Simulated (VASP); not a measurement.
# CdSe (rocksalt type) (Fm-3m) in VASP: notebook

CdSe (rocksalt type) is run at these levels: PBE; tasks: relaxation of cell and atoms, single point.

Everything below comes from runs of VASP 6.6.1. Logs are shortened: lines on timing, memory, paths and dates and some standing lists are left out, and cuts for length are marked.

## (1) The cell of the first run

It takes space group Fm-3m (No. 225, cubic). The conventional cell has a = 5.379 Å, b = 5.379 Å, c = 5.379 Å, α = 90.00°, β = 90.00°, γ = 90.00°. Cd (site symmetry m-3m) has 6 Se at 2.69 Å within 3.5 Å. Within 3.5 Å of Se (site symmetry m-3m) lie 6 Cd at 2.69 Å.

## (2) Relaxation of cell and atoms, PBE

File INCAR:

```
PREC = Accurate ; ENCUT = 500
EDIFF = 1E-7 ; ISMEAR = -1
SIGMA = 0.08 ; LREAL = False
LASPH = True ; NELM = 120
ALGO = Normal ; ISIF = 3
LWAVE = False ; LCHARG = False
GGA = PE ; IBRION = 2
NSW = 60 ; EDIFFG = -0.005
GGA_COMPAT = False ; NELMIN = 4
```

File KPOINTS:

```
Automatic mesh
0
Gamma
  14 14 14
```

File POSCAR:

```
CdSe
1.0
    0.0000000000      2.6892810254      2.6892810254
    2.6892810254      0.0000000000      2.6892810254
    2.6892810254      2.6892810254      0.0000000000
Cd Se
1 1
Direct
    0.0000000000      0.0000000000      0.0000000000
    0.5000000000      0.5000000000      0.5000000000
```

Potentials or basis: VASP PAW PBE potentials, release 64 (Cd, Se).

On the command line:

```sh
cat potpaw_PBE.64/Cd/POTCAR potpaw_PBE.64/Se/POTCAR > POTCAR
mpirun -np 1 vasp_std > vasp.out
```

OUTCAR:

```text
PREC = Accurate
   ENCUT = 500
   EDIFF = 1E-7
   ISMEAR = -1
   LREAL = False
   LASPH = True
   NELM = 120
   ISIF = 3
   GGA = PE
   IBRION = 2
   NSW = 60
   EDIFFG = -0.005
   NELMIN = 4

 ion  position               nearest neighbor table
   1  0.000  0.000  0.000-   2 2.69   2 2.69   2 2.69   2 2.69   2 2.69   2 2.69
   2  0.500  0.500  0.500-   1 2.69   1 2.69   1 2.69   1 2.69   1 2.69   1 2.69

  LATTYP: Found a face centered cubic cell.
 ALAT       =     5.3785620508

  Lattice vectors:

 A1 = (   0.0000000000,   2.6892810254,   2.6892810254)
 A2 = (   2.6892810254,   0.0000000000,   2.6892810254)
 A3 = (   2.6892810254,   2.6892810254,   0.0000000000)

Analysis of symmetry for initial positions (statically):
=====================================================================
 Subroutine PRICEL returns:
 Original cell was already a primitive cell.

 Routine SETGRP: Setting up the symmetry group for a
 face centered cubic supercell.

 Subroutine GETGRP returns: Found 48 space group operations
 (whereof 48 operations were pure point group operations)
 out of a pool of 48 trial point group operations.

The static configuration has the point symmetry O_h .

Analysis of symmetry for dynamics (positions and initial velocities):
=====================================================================
 Subroutine PRICEL returns:
 Original cell was already a primitive cell.

 Routine SETGRP: Setting up the symmetry group for a
 face centered cubic supercell.

 Subroutine GETGRP returns: Found 48 space group operations
 (whereof 48 operations were pure point group operations)
 out of a pool of 48 trial point group operations.

The dynamic configuration has the point symmetry O_h .

 Subroutine INISYM returns: Found 48 space group operations
 (whereof 48 operations are pure point group operations),
 and found     1 'primitive' translations

----------------------------------------------------------------------------------------

                                     Primitive cell

  volume of cell :      38.8990

  direct lattice vectors                    reciprocal lattice vectors
     0.000000000  2.689281025  2.689281025    -0.185923299  0.185923299  0.185923299
     2.689281025  0.000000000  2.689281025     0.185923299 -0.185923299  0.185923299
     2.689281025  2.689281025  0.000000000     0.185923299  0.185923299 -0.185923299

  length of vectors
     3.803217699  3.803217699  3.803217699     0.322028600  0.322028600  0.322028600

  position of ions in fractional coordinates (direct lattice)
     0.000000000  0.000000000  0.000000000
     0.500000000  0.500000000  0.500000000

  ion indices of the primitive-cell ions
   primitive index   ion index
                 1           1
                 2           2

----------------------------------------------------------------------------------------

 KPOINTS: Automatic mesh

Automatic generation of k-mesh.
 Grid dimensions read from file:
 generate k-points for:   14   14   14

 Generating k-lattice:

  Cartesian coordinates                     Fractional coordinates (reciprocal lattice)
    -0.013280236  0.013280236  0.013280236     0.071428571  0.000000000  0.000000000
     0.013280236 -0.013280236  0.013280236     0.000000000  0.071428571  0.000000000
     0.013280236  0.013280236 -0.013280236     0.000000000  0.000000000  0.071428571

  Length of vectors
     0.023002043  0.023002043  0.023002043

  Shift w.r.t. Gamma in fractional coordinates (k-lattice)
     0.000000000  0.000000000  0.000000000

 Subroutine IBZKPT returns following result:
 ===========================================

 Found    104 irreducible k-points:

 Following reciprocal coordinates:
            Coordinates               Weight
  0.000000  0.000000  0.000000      1.000000
  0.071429  0.000000  0.000000      8.000000
  0.142857  0.000000  0.000000      8.000000
  0.214286  0.000000  0.000000      8.000000
  0.285714  0.000000  0.000000      8.000000
  0.357143  0.000000  0.000000      8.000000
[... 16 lines left out ...]
  0.214286  0.142857  0.000000     24.000000
  0.285714  0.142857  0.000000     24.000000
 [... further k-points ...]
   k-points           NKPTS =    104   k-points in BZ     NKDIM =    104   number of bands    NBANDS=     13
   number of dos      NEDOS =    301   number of ions     NIONS =      2
   total plane-waves  NPLWV =  21952
   dimension x,y,z NGX =    28 NGY =   28 NGZ =   28
   dimension x,y,z NGXF=    56 NGYF=   56 NGZF=   56
   ions per type =               1   1
   NGX,Y,Z   is equivalent  to a cutoff of  12.24, 12.24, 12.24 a.u.
   NGXF,Y,Z  is equivalent  to a cutoff of  24.48, 24.48, 24.48 a.u.
 SYSTEM =  unknown system
   PREC   = accura    normal or accurate (medium, high low for compatibility)
   ISTART =      0    job   : 0-new  1-cont  2-samecut
   ICHARG =      2    charge: 1-file 2-atom 10-const
   ISPIN  =      1    spin polarized calculation?
   LNONCOLLINEAR =      F non collinear calculations
   LSORBIT =      F    spin-orbit coupling
   LASPH  =      T    aspherical Exc in radial PAW
   ENCUT  =  500.0 eV  36.75 Ry    6.06 a.u.   6.93  6.93  6.93*2*pi/ulx,y,z
   NELM   =    120;   NELMIN=  4; NELMDL= -5     # of ELM steps
   EDIFF  = 0.1E-06   stopping-criterion for ELM
   LREAL  =      F    real-space projection
   EDIFFG = -.5E-02   stopping-criterion for IOM
   NSW    =     60    number of steps for IOM
   IBRION =      2    ionic relax: 0-MD 1-quasi-New 2-CG
   NFREE  =      1    steps in history (QN), initial steepest desc. (CG)
   ISIF   =      3    stress and relaxation
   ISYM   =      2    0-nonsym 1-usesym 2-fastsym
   POTIM  = 0.5000    time-step for ionic-motion
   TEBEG  =    0.0;   TEEND  =   0.0 temperature during run
   PSTRESS=    0.0 pullay stress
   NELECT =      18.0000    total number of electrons
   NUPDOWN=      -1.0000    fix difference up-down
   EMIN   =  10.00;   EMAX   =-10.00  energy-range for DOS
   EFERMI =   0.00;   METHOD = LEGACY
   ISMEAR =    -1;   SIGMA  =   0.08  broadening in eV -4-tet -1-fermi 0-gaus
   EFERMI_NEDOS =   21; number of points for ismear=-14 and -15
   IALGO  =     38    algorithm
   IMIX   =      4    mixing-type and parameters
     AMIX     =   0.40;   BMIX     =  1.00
     AMIX_MAG =   1.60;   BMIX_MAG =  1.00
  volume/ion in A,a.u.               =      19.45       131.25
  Fermi-wavevector in a.u.,A,eV,Ry     =   1.266250  2.392866 21.815435  1.603389
  Thomas-Fermi vector in A             =   2.399461
   LORBIT       =      0    0 simple, 1 ext, 2 COOP (PROOUT), +10 PAW based schemes
   GGA     = PE    functional components
   LHFCALC =     F    Hartree Fock is set to
   AEXX    =    0.0000 exact exchange contribution
   IVDW    =     0    specifies the selected vdW correction
   LEPSILON=     F    determine dielectric tensor
   LRPA    =     F    only Hartree local field effects (RPA)
 conjugate gradient relaxation of ions
 non-spin polarized calculation
  energy-cutoff  :      500.00
  volume of cell :       38.90
 maximum number of plane-waves:      1006
   NGX = 13   NGY = 13   NGZ = 13

--------------------------------------- Ionic step        1  -------------------------------------------

 number of electron      18.0000008 magnetization

 Free energy of the ion-electron system (eV)
  ---------------------------------------------------
  ext. energy  EPLUGINS =         0.00000000
  ---------------------------------------------------
  free energy    TOTEN  =        -4.78148968 eV

  energy without entropy =       -4.77437719  energy(sigma->0) =       -4.77793343

------------------------ aborting loop because EDIFF is reached ----------------------------------------

  FORCE on cell =-STRESS in cart. coord.  units (eV):
  Direction    XX          YY          ZZ          XY          YZ          ZX
  --------------------------------------------------------------------------------------
  -------------------------------------------------------------------------------------
  Total        4.6984374      4.6984374      4.6984374      0.0000000      0.0000000     -0.0000000
  in kB      193.5198282    193.5198282    193.5198282      0.0000000      0.0000000     -0.0000000
  external PRESSURE =     193.5198282 kB  Pullay stress =       0.0000000 kB

 VOLUME and BASIS-vectors are now :
 -----------------------------------------------------------------------------
  energy-cutoff  :      500.00
  volume of cell :       38.90
      direct lattice vectors                 reciprocal lattice vectors
     0.000000000  2.689281025  2.689281025    -0.185923299  0.185923299  0.185923299
     2.689281025  0.000000000  2.689281025     0.185923299 -0.185923299  0.185923299
     2.689281025  2.689281025  0.000000000     0.185923299  0.185923299 -0.185923299

 POSITION                                       TOTAL-FORCE (eV/Angst)
 -----------------------------------------------------------------------------------
      0.00000      0.00000      0.00000         0.000000     -0.000000      0.000000
      2.68928      2.68928      2.68928        -0.000000      0.000000      0.000000
 -----------------------------------------------------------------------------------
    total drift:                               -0.000000      0.000000      0.000000

  FREE ENERGIE OF THE ION-ELECTRON SYSTEM (eV)
  ---------------------------------------------------
  free  energy   TOTEN  =        -4.7814896799 eV

  energy  without entropy=       -4.7743771873  energy(sigma->0) =       -4.77793343

--------------------------------------- Ionic step        2  -------------------------------------------

 number of electron      18.0000012 magnetization

 E-fermi :   1.3543     XC(G=0):  -9.4251

 val. band max:        1.2394859576   @ k =  -0.2143   0.1429   0.0000
 cond. band min:       1.4075717092   @ k =  -0.4286   0.5000   0.0714
 fundamental gap:      0.1680857515
 Fermi energy:         1.3543425096

 k-point     1 :       0.0000    0.0000    0.0000
  band No.  band energies     occupation
      1     -10.9774      2.00000
      2      -6.4717      2.00000
      3      -6.4717      2.00000
      4      -6.4598      2.00000
      5      -6.4598      2.00000
      6      -6.4598      2.00000
      7       0.8148      1.99765
      8       0.8148      1.99765
      9       0.8148      1.99765
     10       0.9270      1.99047
     11       9.8029      0.00000
     12       9.8029      0.00000
     13       9.8029      0.00000

 k-point     2 :       0.0714    0.0000    0.0000
  band No.  band energies     occupation
      1     -10.9496      2.00000
      2      -6.4781      2.00000
      3      -6.4781      2.00000
      4      -6.4611      2.00000
      5      -6.4559      2.00000
      6      -6.4559      2.00000
      7       0.0131      2.00000
      8       0.8307      1.99713
      9       0.8307      1.99713
     10       1.7343      0.01716
     11       9.1469      0.00000
[... 376 lines left out ...]
 POSITION                                       TOTAL-FORCE (eV/Angst)
 -----------------------------------------------------------------------------------
     -0.00000      2.99406      2.99406        -0.000000     -0.000000      0.000000
      2.99406      2.99406      2.99406         0.000000      0.000000     -0.000000
 -----------------------------------------------------------------------------------
    total drift:                               -0.000000     -0.000000      0.000000

  FREE ENERGIE OF THE ION-ELECTRON SYSTEM (eV)
  ---------------------------------------------------
  free  energy   TOTEN  =        -5.0718466567 eV

  energy  without entropy=       -5.0624952516  energy(sigma->0) =       -5.06717095

--------------------------------------- Ionic step        3  -------------------------------------------

 number of electron      18.0000000 magnetization

 Free energy of the ion-electron system (eV)
  ---------------------------------------------------
  ext. energy  EPLUGINS =         0.00000000
  ---------------------------------------------------
  free energy    TOTEN  =        -5.20342040 eV

  energy without entropy =       -5.19533217  energy(sigma->0) =       -5.19937628

 E-fermi :   2.3825     XC(G=0): -10.0191

 val. band max:        2.2723758269   @ k =  -0.2143   0.1429   0.0000
 cond. band min:       2.3914100750   @ k =   0.0000   0.0000   0.0000
 fundamental gap:      0.1190342481
 Fermi energy:         2.3824611292

 k-point     1 :       0.0000    0.0000    0.0000
  band No.  band energies     occupation
      1     -10.6170      2.00000
      2      -5.6212      2.00000
      3      -5.6212      2.00000
      4      -5.6046      2.00000
      5      -5.6046      2.00000
      6      -5.6046      2.00000
      7       1.6814      1.99969
      8       1.6814      1.99969
      9       1.6814      1.99969
     10       2.3914      0.94413
     11      10.9466      0.00000
     12      10.9466      0.00000
     13      10.9466      0.00000

 k-point     2 :       0.0714    0.0000    0.0000
  band No.  band energies     occupation
      1     -10.5800      2.00000
      2      -5.6313      2.00000
      3      -5.6313      2.00000
      4      -5.6073      2.00000
      5      -5.5989      2.00000
      6      -5.5989      2.00000
      7       0.9735      2.00000
      8       1.7050      1.99958
      9       1.7050      1.99958
     10       3.0952      0.00027
     11      10.3297      0.00000
[... 376 lines left out ...]
 POSITION                                       TOTAL-FORCE (eV/Angst)
 -----------------------------------------------------------------------------------
      0.00000      0.00000      0.00000         0.000000      0.000000     -0.000000
      2.87021      2.87021      2.87021        -0.000000      0.000000      0.000000
 -----------------------------------------------------------------------------------
    total drift:                               -0.000000      0.000000      0.000000

  FREE ENERGIE OF THE ION-ELECTRON SYSTEM (eV)
  ---------------------------------------------------
  free  energy   TOTEN  =        -5.2034203974 eV

  energy  without entropy=       -5.1953321723  energy(sigma->0) =       -5.19937628

 reached required accuracy - stopping structural energy minimisation
```

Run time: 3.1 min. Hardware: 1 thread of Intel Xeon 8259CL, shared host; peak memory 0.2 GiB.

Results:

```yaml
Free_energy: -5.2034 eV
Relaxed_volume: 23.65 Å³/atom
Relaxed_cell: a = 4.059 Å, b = 4.059 Å, c = 4.059 Å, α = 60.00°, β = 60.00°, γ = 60.00°
Space_group_after_relaxing_to_0.1_Å: Fm-3m (No. 225)
Energy_gained_by_relaxing: 211.0 meV/atom
Ionic_steps: 3
Pressure_after_relaxing: 0.0 GPa
Band_gap_on_the_k_mesh: zero (bands 9 and 10 overlap by 0.42 eV)
```

Step by step:
| step | energy change (eV) | largest force (eV/Å) | pressure (GPa) | volume (Å³) |
| --- | --- | --- | --- | --- |
| 1 | 0.0000 | 0.0000 | 19.35 | 38.90 |
| 2 | -0.2904 | 0.0000 | -5.85 | 53.68 |
| 3 | -0.4219 | 0.0000 | 0.02 | 47.29 |

Final structure:
```
Cd Se
1.0
     0.00000    2.87021    2.87021
     2.87021    0.00000    2.87021
     2.87021    2.87021    0.00000
Cd Se
1 1
Direct
  0.00000 0.00000 0.00000
  0.50000 0.50000 0.50000
```

Caveat: the volume moved by over 15 % at a fixed basis, so the end points are rough; semilocal functionals underestimate gaps, so a narrow gap can read as zero.

## (3) Single point, PBE (9.45 Å³/atom)

This run uses another cell than the first one, of 9.45 Å³/atom.

File INCAR:

```
PREC = Accurate ; ENCUT = 500
EDIFF = 1E-6 ; ISMEAR = -1
SIGMA = 0.08 ; LREAL = False
LASPH = True ; NELM = 120
ALGO = Normal ; ISIF = 2
LWAVE = False ; LCHARG = True
GGA = PE ; LELF = True
LVHAR = True ; NBANDS = 16
GGA_COMPAT = False
```

File KPOINTS:

```
regular mesh
0
Gamma
  14 14 14
```

File POSCAR:

```
CdSe
1.0
    0.0000000000      2.1140987993      2.1140987993
    2.1140987993      0.0000000000      2.1140987993
    2.1140987993      2.1140987993      0.0000000000
Cd Se
1 1
Direct
    0.0000000000      0.0000000000      0.0000000000
    0.5000000000      0.5000000000      0.5000000000
```

Potentials or basis: VASP PAW PBE potentials, release 64 (Cd, Se).

On the command line:

```sh
cat potpaw_PBE.64/Cd/POTCAR potpaw_PBE.64/Se/POTCAR > POTCAR
mpirun -np 1 vasp_std > vasp.out
```

Wall time 23 s (1 thread of Intel Xeon Platinum 8259CL at 2.50GHz (Skylake/Cascade Lake), shared host); peak memory 0.16 GiB.

It converged, with:

```yaml
Free_energy: 13.4744 eV
Pressure: 504.8 GPa
Band_gap_on_the_k_mesh: zero (bands 9 and 10 overlap by 1.32 eV)
```

Levels at points of the mesh, in eV from the Fermi level:
| k point | band 6 | band 7 | band 8 | band 9 | band 10 | band 11 | band 12 | band 13 |
| --- | --- | --- | --- | --- | --- | --- | --- | --- |
| (0.00, 0.00, 0.00) | -15.00 | -3.88 | -3.88 | -3.88 | 5.18 | 7.04 | 8.63 | 8.63 |
| (0.50, 0.00, 0.00) | -13.84 | -10.97 | -0.07 | 0.44 | 0.44 | 2.81 | 2.81 | 11.63 |
| (0.50, 0.50, 0.00) | -13.37 | -9.05 | -8.58 | -8.58 | -0.88 | 3.06 | 15.71 | 16.81 |

Caveat: the cell stands under pressure.

(Part 1 of 2 ends here.)
